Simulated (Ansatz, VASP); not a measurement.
## AgI in VASP and in Ansatz

```
Ag I
1.0
     0.00000    3.38056    3.38056
     3.38056    0.00000    3.38056
     3.38056    3.38056    0.00000
Ag I
1 1
Direct
  0.00000 0.00000 0.00000
  0.25000 0.25000 0.25000
```

Alike in both runs: task single point; functional PBE; k mesh 8 × 8 × 8; occupations gaussian, width 0.02 eV; no spin polarisation.

```csv
,VASP,Ansatz
version,VASP 6.6.1,Ansatz 0.2.0
potentials or method,"VASP PAW PBE potentials, release 64 (Ag, I), cutoff 500 eV","scalar-relativistic, plane waves, PAW"
valence electrons in the cell,18,36
```

|  | VASP | Ansatz | Ansatz less VASP |
| --- | --- | --- | --- |
| gap on the k mesh at the Fermi level (eV) | 1.35 | 1.35 | -0.002 |
| least direct gap on the mesh (eV) | 1.35 | 1.35 | -0.002 |
| pressure (GPa) | -1.4 | -1.3 | +0.03 |

VASP's potentials hold 18 valence electrons a cell and Ansatz's 36, so a difference there can come from the potentials and not from the codes.

Neither program's run includes spin-orbit coupling.
